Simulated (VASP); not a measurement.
# NaI (P6_3mc) in VASP: settings compared

The runs below take NaI through single point, with PBE-based screened hybrid with 35 % exact exchange, PBE-based screened hybrid with 20 % exact exchange.

Everything below comes from runs of VASP 6.6.1. Logs are shortened: lines on timing, memory, paths and dates and some standing lists are left out, and cuts for length are marked.

## 1. The cell of the first run

The typed cell holds 4 atoms: a = 5.416 Å, b = 5.416 Å, c = 6.459 Å, α = 90.00°, β = 90.00°, γ = 120.00°.

## 2. Single point, PBE-based screened hybrid with 35 % exact exchange

Input file POSCAR:

```
NaI
1.0
    5.4164807906      0.0000000000      0.0000000000
   -2.7082403953      4.6908099638      0.0000000000
    0.0000000000      0.0000000000      6.4591768406
Na I
2 2
Direct
    0.3333333333      0.6666666667     -0.0625512453
    0.6666666667      0.3333333333      0.4374487547
    0.3333333333      0.6666666667      0.4375512453
    0.6666666667      0.3333333333      0.9375512453
```

Input file INCAR.step1:

```
SYSTEM = NaI
PREC = Accurate
ENCUT = 520
EDIFF = 1E-5
ISMEAR = 0
SIGMA = 0.01
LREAL = .FALSE.
LASPH = .TRUE.
NELM = 60
ALGO = Normal
ISIF = 2
LWAVE = .TRUE.
LCHARG = .FALSE.
GGA = PE
NBANDS = 22
LUSENCCL = .FALSE.
```

Input file INCAR.step2:

```
SYSTEM = NaI
PREC = Accurate
ENCUT = 520
EDIFF = 1E-7
ISMEAR = 0
SIGMA = 0.01
LREAL = .FALSE.
LASPH = .TRUE.
NELM = 60
ALGO = Normal
ISIF = 2
LWAVE = .FALSE.
LCHARG = .FALSE.
GGA = PE
LHFCALC = .TRUE.
AEXX = 0.35
HFSCREEN = 0.3
PRECFOCK = Normal
ISTART = 1
NBANDS = 22
LUSENCCL = .FALSE.
```

Input file KPOINTS:

```
regular mesh
0
G
  6 6 2
  0 0 0
```

Potentials or basis: VASP PAW PBE potentials, release 64 (Na_pv, I).

Command:

```console
> cat potpaw_PBE.64/Na_pv/POTCAR potpaw_PBE.64/I/POTCAR > POTCAR
> cp INCAR.step1 INCAR
> mpirun -np 1 vasp_std > vasp.out
> cp INCAR.step2 INCAR
> mpirun -np 1 vasp_std > vasp.out
```

OUTCAR:

```text
SYSTEM = NaI
   PREC = Accurate
   ENCUT = 520
   EDIFF = 1E-7
   ISMEAR = 0
   LREAL = .FALSE.
   LASPH = .TRUE.
   NELM = 60
   ISIF = 2
   GGA = PE
   LHFCALC = .TRUE.
   AEXX = 0.35
   HFSCREEN = 0.3
   PRECFOCK = Normal
   ISTART = 1

 ion  position               nearest neighbor table
   1  0.333  0.667  0.937-   4 3.13   4 3.13   4 3.13
   2  0.667  0.333  0.437-   3 3.13   3 3.13   3 3.13
   3  0.333  0.667  0.438-   2 3.13   2 3.13   2 3.13
   4  0.667  0.333  0.938-   1 3.13   1 3.13   1 3.13

  LATTYP: Found a hexagonal cell.
 ALAT       =     5.4164807906
 C/A-ratio  =     1.1925043382

  Lattice vectors:

 A1 = (   5.4164807906,   0.0000000000,   0.0000000000)
 A2 = (  -2.7082403953,   4.6908099638,   0.0000000000)
 A3 = (   0.0000000000,   0.0000000000,   6.4591768406)

Analysis of symmetry for initial positions (statically):
=====================================================================
 Subroutine PRICEL returns:
 Original cell was already a primitive cell.

 Routine SETGRP: Setting up the symmetry group for a
 hexagonal supercell.

 Subroutine GETGRP returns: Found 12 space group operations
 (whereof  6 operations were pure point group operations)
 out of a pool of 24 trial point group operations.

The static configuration has the point symmetry C_3v.
 The point group associated with its full space group is C_6v.

Analysis of symmetry for dynamics (positions and initial velocities):
=====================================================================
 Subroutine PRICEL returns:
 Original cell was already a primitive cell.

 Routine SETGRP: Setting up the symmetry group for a
 hexagonal supercell.

 Subroutine GETGRP returns: Found 12 space group operations
 (whereof  6 operations were pure point group operations)
 out of a pool of 24 trial point group operations.

The dynamic configuration has the point symmetry C_3v.
 The point group associated with its full space group is C_6v.

 Subroutine INISYM returns: Found 12 space group operations
 (whereof  6 operations are pure point group operations),
 and found     1 'primitive' translations

----------------------------------------------------------------------------------------
[... 89 lines left out ...]
   NSW    =      0    number of steps for IOM
   IBRION =     -1    ionic relax: 0-MD 1-quasi-New 2-CG
   NFREE  =      0    steps in history (QN), initial steepest desc. (CG)
   ISIF   =      2    stress and relaxation
   ISYM   =      3    0-nonsym 1-usesym 2-fastsym
   POTIM  = 0.5000    time-step for ionic-motion
   TEBEG  =    0.0;   TEEND  =   0.0 temperature during run
   PSTRESS=    0.0 pullay stress
   NELECT =      28.0000    total number of electrons
   NUPDOWN=      -1.0000    fix difference up-down
   EMIN   =  10.00;   EMAX   =-10.00  energy-range for DOS
   EFERMI =   0.00;   METHOD = LEGACY
   ISMEAR =     0;   SIGMA  =   0.01  broadening in eV -4-tet -1-fermi 0-gaus
   EFERMI_NEDOS =   21; number of points for ismear=-14 and -15
   IALGO  =     38    algorithm
   IMIX   =      1    mixing-type and parameters
     AMIX     =   0.40;   BMIX     =  1.00
     AMIX_MAG =   1.60;   BMIX_MAG =  1.00
  volume/ion in A,a.u.               =      41.03       276.87
  Fermi-wavevector in a.u.,A,eV,Ry     =   0.907988  1.715848 11.217217  0.824442
  Thomas-Fermi vector in A             =   2.031861
   LORBIT       =      0    0 simple, 1 ext, 2 COOP (PROOUT), +10 PAW based schemes
   GGA     = PE    functional components
   LHFCALC =     T    Hartree Fock is set to
   PRECFOCK=normal    Normal, Fast or Accurate (Low or Medium for compatibility)
   ENCUT4O =  -1.0   cutoff for four orbital integrals eV
   NKREDX  =     1    reduce k-point grid by
   NKREDY  =     1    reduce k-point grid by
   NKREDZ  =     1    reduce k-point grid by
   AEXX    =    0.3500 exact exchange contribution
   HFSCREEN=    0.3000 screening length (either q_TF or 0.3 A-1)
   HFSCREENC=   0.3000 screening length for correlation (either q_TF or 0.3 A-1)
   ENCUTFOCK=  -1.0 apply spherical cutoff to Coloumb kernel
   IVDW    =     0    specifies the selected vdW correction
   LEPSILON=     F    determine dielectric tensor
   LRPA    =     F    only Hartree local field effects (RPA)
 non-spin polarized calculation
 Gauss-broadening in eV      SIGMA  =   0.01
  energy-cutoff  :      520.00
  volume of cell :      164.11
 maximum number of plane-waves:      4464
  NGX = 32; NGY = 32; NGZ = 40

 number of electron      28.0000001 magnetization

 Free energy of the ion-electron system (eV)
  ---------------------------------------------------
  ext. energy  EPLUGINS =         0.00000000
  ---------------------------------------------------
  free energy    TOTEN  =       -12.66786291 eV

  energy without entropy =      -12.66786291  energy(sigma->0) =      -12.66786291

 E-fermi :  -1.1017     XC(G=0):  -5.4618

 val. band max:       -1.1439605411   @ k =   0.0000   0.0000   0.0000
 cond. band min:       3.4857457198   @ k =   0.0000   0.0000   0.0000
 fundamental gap:      4.6297062608
 Fermi energy:        -1.1016588393

 k-point     1 :       0.0000    0.0000    0.0000
  band No.  band energies     occupation
      1     -26.8150      2.00000
      2     -26.8150      2.00000
      3     -26.8135      2.00000
      4     -26.8135      2.00000
      5     -26.8121      2.00000
      6     -26.8083      2.00000
[... 339 lines left out ...]
     21       8.5706      0.00000
     22       8.5706      0.00000

------------------------ aborting loop because EDIFF is reached ----------------------------------------

  FORCE on cell =-STRESS in cart. coord.  units (eV):
  Direction    XX          YY          ZZ          XY          YZ          ZX
  --------------------------------------------------------------------------------------
  -------------------------------------------------------------------------------------
  Total        0.1287063      0.1287063      0.1231395      0.0000000      0.0000000      0.0000000
  in kB        1.2565162      1.2565162      1.2021693      0.0000000      0.0000000      0.0000000
  external PRESSURE =       1.2384005 kB  Pullay stress =       0.0000000 kB

 VOLUME and BASIS-vectors are now :
 -----------------------------------------------------------------------------
  energy-cutoff  :      520.00
  volume of cell :      164.11
      direct lattice vectors                 reciprocal lattice vectors
     5.416480791  0.000000000  0.000000000     0.184621720  0.106591400 -0.000000000
    -2.708240395  4.690809964  0.000000000     0.000000000  0.213182799  0.000000000
     0.000000000  0.000000000  6.459176841     0.000000000 -0.000000000  0.154818489

 POSITION                                       TOTAL-FORCE (eV/Angst)
 -----------------------------------------------------------------------------------
     -0.00000      3.12721      6.05515        -0.000000      0.000000      0.000522
      2.70824      1.56360      2.82556        -0.000000      0.000000      0.000522
     -0.00000      3.12721      2.82622        -0.000000      0.000000     -0.000522
      2.70824      1.56360      6.05581         0.000000     -0.000000     -0.000522
 -----------------------------------------------------------------------------------
    total drift:                                0.000000      0.000000     -0.000071

  FREE ENERGIE OF THE ION-ELECTRON SYSTEM (eV)
  ---------------------------------------------------
  free  energy   TOTEN  =       -12.6678629111 eV

  energy  without entropy=      -12.6678629111  energy(sigma->0) =      -12.66786291
```

It took 35 min on 1 × NVIDIA H100 80GB with 1 thread of AMD EPYC 7R13 (Zen 3), shared host; peak memory 1.3 GiB.

Results:

```yaml
Free_energy: -12.6679 eV
Pressure: 0.1 GPa
Band_gap_on_the_k_mesh: 4.63 eV
```

Caveat: the k points lie up to 0.49 Å⁻¹ apart; the PAW data sets were made with another functional, which shifts forces and pressure a little; spin-orbit coupling is left out, which moves the levels of the heavy elements.

## 3. Single point, PBE-based screened hybrid with 20 % exact exchange

POSCAR is that of step 2.

Input file INCAR.step1:

```
PREC = Accurate
ENCUT = 520
EDIFF = 1E-5
ISMEAR = 0
SIGMA = 0.01
LREAL = False
LASPH = True
NELM = 80
ALGO = Normal
ISIF = 2
LWAVE = True
LCHARG = False
NBANDS = 22
GGA = PE
LUSENCCL = False
```

Input file INCAR.step2:

```
PREC = Accurate
ENCUT = 520
EDIFF = 1E-7
ISMEAR = 0
SIGMA = 0.01
LREAL = False
LASPH = True
NELM = 80
ALGO = Normal
ISIF = 2
LWAVE = False
LCHARG = False
GGA = PE
LHFCALC = True
AEXX = 0.2
HFSCREEN = 0.1
PRECFOCK = Normal
NBANDS = 22
ISTART = 1
LUSENCCL = False
```

Input file KPOINTS:

```
regular mesh
0
Gamma
  6 6 2
```

Potentials or basis: VASP PAW PBE potentials, release 64 (Na_pv, I).

Command:

```console
> cat potpaw_PBE.64/Na_pv/POTCAR potpaw_PBE.64/I/POTCAR > POTCAR
> cp INCAR.step1 INCAR
> mpirun -np 1 vasp_std > vasp.out
> cp INCAR.step2 INCAR
> mpirun -np 1 vasp_std > vasp.out
```

It took 27 min on 1 × NVIDIA H100 80GB with 1 thread of AMD EPYC 7R13 (Zen 3), shared host; peak memory 1.3 GiB.

Results (log left out):

| Property | Result |
| --- | --- |
| Free energy | -12.4367 eV |
| Pressure | 0.2 GPa |
| Band gap on the k mesh | 4.59 eV |

Levels at points of the mesh, in eV from the valence-band top:
| k point | band 11 | band 12 | band 13 | band 14 | band 15 | band 16 | band 17 | band 18 |
| --- | --- | --- | --- | --- | --- | --- | --- | --- |
| (0.00, 0.00, 0.00) | -0.99 | -0.39 | -0.39 | 0.00 | 4.59 | 5.82 | 7.93 | 7.93 |
| (0.50, 0.00, 0.00) | -1.25 | -1.02 | -0.67 | -0.32 | 6.08 | 6.57 | 7.58 | 7.98 |
| (0.00, 0.00, 0.50) | -0.70 | -0.70 | -0.70 | -0.70 | 6.16 | 6.16 | 7.78 | 7.78 |
| (0.50, 0.00, 0.50) | -0.84 | -0.84 | -0.30 | -0.30 | 6.40 | 6.40 | 8.22 | 8.22 |

Caveat: the k points lie up to 0.49 Å⁻¹ apart; the PAW data sets were made with another functional, which shifts forces and pressure a little; spin-orbit coupling is left out, which moves the levels of the heavy elements.
